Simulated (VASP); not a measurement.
# MgCd3Te4 (P-4m2) in VASP: density of states with PBE

Aim: the density of states of MgCd3Te4 with PBE.

All numbers are computed with VASP 6.6.1; they aren't measurements. Logs are shortened: lines on timing, memory, paths and dates and some standing lists are left out, and cuts for length are marked.

### Step 1. The cell of the first run

The structure is tetragonal, space group P-4m2 (No. 115). The conventional cell has a = 4.670 Å, b = 4.670 Å, c = 13.134 Å, α = 90.00°, β = 90.00°, γ = 90.00°. Mg (site symmetry -4m2) has 4 Te at 2.82 Å within 3.7 Å. Within 3.8 Å of Cd (site symmetry -4m2) lie 4 Te at 2.86 Å. Within 3.8 Å of Cd (site symmetry 2mm) lie 4 Te at 2.86 to 2.87 Å. Within 3.7 Å of Te (site symmetry 2mm) lie 2 Mg at 2.82 Å and 2 Cd at 2.87 Å. Te (site symmetry 2mm) has 4 Cd at 2.86 Å within 3.8 Å.

### Step 2. Density of states, PBE

File POSCAR:

```
MgCd3Te4
1.0
    4.6695665622      0.0000000000      0.0000000000
    0.0000000000      4.6695665622      0.0000000000
    0.0000000000      0.0000000000     13.1342220825
Mg Cd Te
1 3 4
Direct
    0.0000000000      0.0000000000      0.5000000000
    0.0000000000      0.0000000000      0.0000000000
    0.5000000000      0.5000000000      0.2524848027
    0.5000000000      0.5000000000      0.7475151973
    0.5000000000      0.0000000000      0.3792830323
    0.0000000000      0.5000000000      0.6207169677
    0.5000000000      0.0000000000      0.8737790606
    0.0000000000      0.5000000000      0.1262209394
```

File INCAR.step1:

```
SYSTEM = MgCd3Te4
ALGO = Normal ; EDIFF = 1E-7
ENCUT = 520 ; GGA = PE
ISIF = 2 ; ISMEAR = 0
LASPH = .TRUE. ; LCHARG = .TRUE.
LREAL = .FALSE. ; LWAVE = .FALSE.
NBANDS = 41 ; NELM = 80
PREC = Accurate ; SIGMA = 0.02
```

File KPOINTS.step1:

```
k-points
0
G
  6 6 2
  0 0 0
```

File INCAR.step2:

```
SYSTEM = MgCd3Te4
ALGO = Normal ; EDIFF = 1E-7
ENCUT = 520 ; GGA = PE
ICHARG = 11 ; ISIF = 2
ISMEAR = -5 ; LASPH = .TRUE.
LCHARG = .FALSE. ; LORBIT = 10
LREAL = .FALSE. ; LWAVE = .FALSE.
NBANDS = 41 ; NEDOS = 1001
NELM = 80 ; PREC = Accurate
SIGMA = 0.02
```

File KPOINTS.step2:

```
k-points
0
G
  9 9 3
  0 0 0
```

Potentials or basis: VASP PAW PBE potentials, release 64 (Mg, Cd, Te).

The run is started by

```bash
cat potpaw_PBE.64/Mg/POTCAR potpaw_PBE.64/Cd/POTCAR potpaw_PBE.64/Te/POTCAR > POTCAR
cp INCAR.step1 INCAR
cp KPOINTS.step1 KPOINTS
mpirun -np 1 vasp_std > vasp.out
cp INCAR.step2 INCAR
cp KPOINTS.step2 KPOINTS
mpirun -np 1 vasp_std > vasp.out
```

OUTCAR:

```text
SYSTEM = MgCd3Te4
   EDIFF = 1E-7
   ENCUT = 520
   GGA = PE
   ICHARG = 11
   ISIF = 2
   ISMEAR = -5
   LASPH = .TRUE.
   LORBIT = 10
   LREAL = .FALSE.
   NELM = 80
   PREC = Accurate

 ion  position               nearest neighbor table
   1  0.000  0.000  0.500-   5 2.82   6 2.82   6 2.82   5 2.82
   2  0.000  0.000  0.000-   7 2.86   8 2.86   8 2.86   7 2.86
   3  0.500  0.500  0.252-   8 2.86   8 2.86   5 2.87   5 2.87
   4  0.500  0.500  0.748-   7 2.86   7 2.86   6 2.87   6 2.87
   5  0.500  0.000  0.379-   1 2.82   1 2.82   3 2.87   3 2.87
   6  0.000  0.500  0.621-   1 2.82   1 2.82   4 2.87   4 2.87
   7  0.500  0.000  0.874-   2 2.86   2 2.86   4 2.86   4 2.86
   8  0.000  0.500  0.126-   2 2.86   2 2.86   3 2.86   3 2.86

  LATTYP: Found a simple tetragonal cell.
 ALAT       =     4.6695665622
 C/A-ratio  =     2.8127283138

  Lattice vectors:

 A1 = (   4.6695665622,   0.0000000000,   0.0000000000)
 A2 = (   0.0000000000,   4.6695665622,   0.0000000000)
 A3 = (   0.0000000000,   0.0000000000,  13.1342220825)

Analysis of symmetry for initial positions (statically):
=====================================================================
 Subroutine PRICEL returns:
 Original cell was already a primitive cell.

 Routine SETGRP: Setting up the symmetry group for a
 simple tetragonal supercell.

 Subroutine GETGRP returns: Found  8 space group operations
 (whereof  8 operations were pure point group operations)
 out of a pool of 16 trial point group operations.

The static configuration has the point symmetry D_2d.

Analysis of symmetry for dynamics (positions and initial velocities):
=====================================================================
 Subroutine PRICEL returns:
 Original cell was already a primitive cell.

 Routine SETGRP: Setting up the symmetry group for a
 simple tetragonal supercell.

 Subroutine GETGRP returns: Found  8 space group operations
 (whereof  8 operations were pure point group operations)
 out of a pool of 16 trial point group operations.

The dynamic configuration has the point symmetry D_2d.

 Subroutine INISYM returns: Found  8 space group operations
 (whereof  8 operations are pure point group operations),
 and found     1 'primitive' translations

----------------------------------------------------------------------------------------

                                     Primitive cell

  volume of cell :     286.3898

  direct lattice vectors                    reciprocal lattice vectors
     4.669566562  0.000000000  0.000000000     0.214152639  0.000000000  0.000000000
     0.000000000  4.669566562  0.000000000     0.000000000  0.214152639  0.000000000
     0.000000000  0.000000000 13.134222082     0.000000000  0.000000000  0.076136980

  length of vectors
     4.669566562  4.669566562 13.134222082     0.214152639  0.214152639  0.076136980

  position of ions in fractional coordinates (direct lattice)
     0.000000000  0.000000000  0.500000000
     0.000000000  0.000000000  0.000000000
     0.500000000  0.500000000  0.252484803
     0.500000000  0.500000000  0.747515197
     0.500000000  0.000000000  0.379283032
     0.000000000  0.500000000  0.620716968
     0.500000000  0.000000000  0.873779061
     0.000000000  0.500000000  0.126220939

  ion indices of the primitive-cell ions
   primitive index   ion index
                 1           1
                 2           2
                 3           3
                 4           4
                 5           5
                 6           6
                 7           7
                 8           8

----------------------------------------------------------------------------------------

 KPOINTS: k-points

Automatic generation of k-mesh.
 Grid dimensions read from file:
 generate k-points for:    9    9    3

 Generating k-lattice:

  Cartesian coordinates                     Fractional coordinates (reciprocal lattice)
     0.023794738  0.000000000  0.000000000     0.111111111  0.000000000  0.000000000
     0.000000000  0.023794738  0.000000000     0.000000000  0.111111111  0.000000000
     0.000000000  0.000000000  0.025378993     0.000000000  0.000000000  0.333333333

  Length of vectors
     0.023794738  0.023794738  0.025378993

  Shift w.r.t. Gamma in fractional coordinates (k-lattice)
     0.000000000  0.000000000  0.000000000

 TETIRR: Found    352 inequivalent tetrahedra from     1458

 Subroutine IBZKPT returns following result:
 ===========================================

 Found     30 irreducible k-points:

 Following reciprocal coordinates:
            Coordinates               Weight
  0.000000  0.000000  0.000000      1.000000
  0.111111  0.000000  0.000000      4.000000
  0.222222  0.000000  0.000000      4.000000
  0.333333  0.000000  0.000000      4.000000
  0.444444  0.000000  0.000000      4.000000
  0.111111  0.111111  0.000000      4.000000
[... 16 lines left out ...]
  0.333333  0.111111  0.333333     16.000000
  0.444444  0.111111  0.333333     16.000000
 [... further k-points ...]
   k-points           NKPTS =     30   k-points in BZ     NKDIM =     30   number of bands    NBANDS=     41
   number of dos      NEDOS =   1001   number of ions     NIONS =      8
   total plane-waves  NPLWV = 127008
   dimension x,y,z NGX =    36 NGY =   36 NGZ =   98
   dimension x,y,z NGXF=    72 NGYF=   72 NGZF=  196
   ions per type =               1   3   4
   NGX,Y,Z   is equivalent  to a cutoff of  12.82, 12.82, 12.40 a.u.
   NGXF,Y,Z  is equivalent  to a cutoff of  25.63, 25.63, 24.81 a.u.
 SYSTEM =  MgCd3Te4
   PREC   = accura    normal or accurate (medium, high low for compatibility)
   ISTART =      0    job   : 0-new  1-cont  2-samecut
   ICHARG =     11    charge: 1-file 2-atom 10-const
   ISPIN  =      1    spin polarized calculation?
   LNONCOLLINEAR =      F non collinear calculations
   LSORBIT =      F    spin-orbit coupling
   LASPH  =      T    aspherical Exc in radial PAW
   ENCUT  =  520.0 eV  38.22 Ry    6.18 a.u.   8.68  8.68 24.42*2*pi/ulx,y,z
   NELM   =     80;   NELMIN=  2; NELMDL=  0     # of ELM steps
   EDIFF  = 0.1E-06   stopping-criterion for ELM
   LREAL  =      F    real-space projection
   EDIFFG = 0.1E-05   stopping-criterion for IOM
   NSW    =      0    number of steps for IOM
   IBRION =     -1    ionic relax: 0-MD 1-quasi-New 2-CG
   NFREE  =      0    steps in history (QN), initial steepest desc. (CG)
   ISIF   =      2    stress and relaxation
   ISYM   =      2    0-nonsym 1-usesym 2-fastsym
   POTIM  = 0.5000    time-step for ionic-motion
   TEBEG  =    0.0;   TEEND  =   0.0 temperature during run
   PSTRESS=    0.0 pullay stress
   NELECT =      62.0000    total number of electrons
   NUPDOWN=      -1.0000    fix difference up-down
   EMIN   =  10.00;   EMAX   =-10.00  energy-range for DOS
   EFERMI =   0.00;   METHOD = LEGACY
   ISMEAR =    -5;   SIGMA  =   0.02  broadening in eV -4-tet -1-fermi 0-gaus
   EFERMI_NEDOS =   21; number of points for ismear=-14 and -15
   IALGO  =     38    algorithm
   IMIX   =      4    mixing-type and parameters
     AMIX     =   0.40;   BMIX     =  1.00
     AMIX_MAG =   1.60;   BMIX_MAG =  1.00
  volume/ion in A,a.u.               =      35.80       241.58
  Fermi-wavevector in a.u.,A,eV,Ry     =   0.982999  1.857598 13.147122  0.966286
  Thomas-Fermi vector in A             =   2.114123
   LORBIT       =     10    0 simple, 1 ext, 2 COOP (PROOUT), +10 PAW based schemes
   GGA     = PE    functional components
   LHFCALC =     F    Hartree Fock is set to
   AEXX    =    0.0000 exact exchange contribution
   IVDW    =     0    specifies the selected vdW correction
   LEPSILON=     F    determine dielectric tensor
   LRPA    =     F    only Hartree local field effects (RPA)
 non-spin polarized calculation
 Fermi weights with tetrahedron method with Bloechl corrections
  energy-cutoff  :      520.00
  volume of cell :      286.39
 maximum number of plane-waves:      7761
 NGX is ok and might be reduce to    36

 number of electron      62.0000000 magnetization

 Free energy of the ion-electron system (eV)
  ---------------------------------------------------
  ext. energy  EPLUGINS =         0.00000000
  ---------------------------------------------------
  free energy    TOTEN  =       -20.83011219 eV

  energy without entropy =      -20.83011219  energy(sigma->0) =      -20.83011219

 E-fermi :   1.8023     XC(G=0):  -8.1775

 val. band max:        1.7952327491   @ k =   0.0000   0.0000   0.0000
 cond. band min:       2.7509935906   @ k =   0.0000   0.0000   0.0000
 fundamental gap:      0.9557608416
 Fermi energy:         1.8023011013

 k-point     1 :       0.0000    0.0000    0.0000
  band No.  band energies     occupation
      1      -8.8897      2.00000
      2      -8.6424      2.00000
      3      -8.6325      2.00000
      4      -8.3131      2.00000
      5      -6.1707      2.00000
      6      -6.1707      2.00000
[... 33 lines left out ...]
     40       6.6028      0.00000
     41       6.6111      0.00000

 k-point     2 :       0.1111    0.0000    0.0000
  band No.  band energies     occupation
      1      -8.8621      2.00000
      2      -8.6309      2.00000
      3      -8.6145      2.00000
      4      -8.3115      2.00000
      5      -6.1680      2.00000
      6      -6.1561      2.00000
[... 957 lines left out ...]
     40       7.3507      0.00000
     41       7.4866      0.00000

 k-point    24 :       0.4444    0.1111    0.3333
  band No.  band energies     occupation
      1      -8.6026      2.00000
      2      -8.5681      2.00000
      3      -8.4120      2.00000
      4      -8.3430      2.00000
      5      -6.1306      2.00000
      6      -6.1263      2.00000
[... 33 lines left out ...]
     40       7.4350      0.00000
     41       7.4903      0.00000

 [... further k-points ...]
[... 5 lines left out ...]
  --------------------------------------------------------------------------------------
  -------------------------------------------------------------------------------------
  Total        0.0718608      0.0718608      0.1361060      0.0000000      0.0000000      0.0000000
  in kB        0.4020179      0.4020179      0.7614307      0.0000000      0.0000000      0.0000000
  external PRESSURE =       0.5218221 kB  Pullay stress =       0.0000000 kB

 VOLUME and BASIS-vectors are now :
 -----------------------------------------------------------------------------
  energy-cutoff  :      520.00
  volume of cell :      286.39
      direct lattice vectors                 reciprocal lattice vectors
     4.669566562  0.000000000  0.000000000     0.214152639  0.000000000  0.000000000
     0.000000000  4.669566562  0.000000000     0.000000000  0.214152639  0.000000000
     0.000000000  0.000000000 13.134222082     0.000000000  0.000000000  0.076136980

 POSITION                                       TOTAL-FORCE (eV/Angst)
 -----------------------------------------------------------------------------------
      0.00000      0.00000      6.56711        -0.000000      0.000000      0.000000
      0.00000      0.00000      0.00000        -0.000000      0.000000      0.000000
      2.33478      2.33478      3.31619         0.000000      0.000000      0.000068
      2.33478      2.33478      9.81803        -0.000000      0.000000     -0.000068
      2.33478      0.00000      4.98159        -0.000000      0.000000      0.015722
      0.00000      2.33478      8.15263        -0.000000      0.000000     -0.015722
      2.33478      0.00000     11.47641        -0.000000      0.000000     -0.000578
      0.00000      2.33478      1.65781        -0.000000     -0.000000      0.000578
 -----------------------------------------------------------------------------------
    total drift:                                0.000000      0.000000      0.000000

  FREE ENERGIE OF THE ION-ELECTRON SYSTEM (eV)
  ---------------------------------------------------
  free  energy   TOTEN  =       -20.8301121949 eV

  energy  without entropy=      -20.8301121949  energy(sigma->0) =      -20.83011219

 total charge

# of ion       s       p       d       tot
------------------------------------------
    1        0.174   0.123   0.022   0.319
    2        0.462   0.285   9.533  10.280
    3        0.460   0.283   9.533  10.276
    4        0.460   0.283   9.533  10.276
    5        1.345   2.084   0.014   3.442
    6        1.345   2.084   0.014   3.442
    7        1.353   2.033   0.018   3.403
    8        1.353   2.033   0.018   3.403
--------------------------------------------------
tot          6.951   9.207  28.684  44.842
```

Run time: 7.5 min. Hardware: 1 thread of Intel Xeon Platinum 8259CL at 2.50GHz (Skylake/Cascade Lake), shared host; peak memory 0.53 GiB.

Results:

* Valence electrons inside the program's atomic spheres: Mg 0.32; Cd 10.28; Te 3.44, 3.40

Caveat: spin-orbit coupling is left out, which moves the levels of the heavy elements.
